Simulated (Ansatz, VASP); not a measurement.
# PtSe2: VASP beside Ansatz

The input INCAR:

```
  PREC = Accurate
  ENCUT = 520
  EDIFF = 1E-6
  ISMEAR = 0
  SIGMA = 0.1
  LREAL = False
  LASPH = True
  NELM = 100
  ALGO = Normal
  ISIF = 2
  LWAVE = False
  LCHARG = False
  LDIPOL = True
  IDIPOL = 3
  DIPOL = 0.5 0.5 0.500
  GGA = PE
  IVDW = 12
  NBANDS = 56
```

The input KPOINTS:

```
Automatic mesh
0
Gamma
  6 6 1
```

The input POSCAR:

```
PtSe2
1.0
    3.7714571387      0.0000000000      0.0000000000
   -1.8857285693      3.2661776914      0.0000000000
    0.0000000000      0.0000000000     60.0613416738
Se Pt
8 4
Direct
    0.6666666667      0.3333333333      0.3582226907
    0.3333333333      0.6666666667      0.4008582727
    0.6666666667      0.3333333333      0.4385290362
    0.3333333333      0.6666666667      0.4811646183
    0.6666666667      0.3333333333      0.5188353817
    0.3333333333      0.6666666667      0.5614709638
    0.6666666667      0.3333333333      0.5991417273
    0.3333333333      0.6666666667      0.6417773093
    0.0000000000      0.0000000000      0.3795404817
    0.0000000000      0.0000000000      0.4598468272
    0.0000000000      0.0000000000      0.5401531728
    0.0000000000      0.0000000000      0.6204595183
```

Input for Ansatz:

```yaml
crystal:
  lattice:
    - [3.7714571387, 0.0, 0.0]
    - [-1.8857285693, 3.2661776914, 0.0]
    - [0.0, 0.0, 60.0613416738]
  atoms:
    - { symbol: Se, position: [0.6666666667, 0.3333333333, 0.3582226907] }
    - { symbol: Pt, position: [0.0, 0.0, 0.3795404817] }
    - { symbol: Se, position: [0.3333333333, 0.6666666667, 0.4008582727] }
    - { symbol: Se, position: [0.6666666667, 0.3333333333, 0.4385290362] }
    - { symbol: Pt, position: [0.0, 0.0, 0.4598468272] }
    - { symbol: Se, position: [0.3333333333, 0.6666666667, 0.4811646183] }
    - { symbol: Se, position: [0.6666666667, 0.3333333333, 0.5188353817] }
    - { symbol: Pt, position: [0.0, 0.0, 0.5401531728] }
    - { symbol: Se, position: [0.3333333333, 0.6666666667, 0.5614709638] }
    - { symbol: Se, position: [0.6666666667, 0.3333333333, 0.5991417273] }
    - { symbol: Pt, position: [0.0, 0.0, 0.6204595183] }
    - { symbol: Se, position: [0.3333333333, 0.6666666667, 0.6417773093] }
  periodic: [true, true, false]
basis:
  ecutwfc: 420
kpoints:
  mp_grid: { grid: [6, 6, 1] }
hamiltonian:
  xc: pbe
  dispersion: d3bj
scf:
  occupations: { method: gaussian, width: 0.1 }
output:
  forces: true
  stress: true
  eigenvalues: true
```

Alike in both runs: task single point; functional PBE; dispersion D3(BJ); k mesh 6 × 6 × 1; occupations gaussian, width 0.1 eV; no spin polarisation.

```csv
,VASP,Ansatz
version,VASP 6.6.1,Ansatz 0.2.0
potentials or method,"VASP PAW PBE potentials, release 64 (Se, Pt), cutoff 520 eV","scalar-relativistic, plane waves, PAW"
valence electrons in the cell,88,200
```

VASP gave:

```
gap on the k mesh at the Fermi level (eV) : none
rms of the force components (eV/Å)        : 0.078
```

What did Ansatz give for the same quantities?

gap on the k mesh at the Fermi level (eV): none; rms of the force components (eV/Å): 0.079.

A gap of «none» marks a metal or a gap that the smearing closes. VASP's potentials hold 88 valence electrons a cell and Ansatz's 200, so a difference there can come from the potentials and not from the codes.

Neither program's run includes spin-orbit coupling.
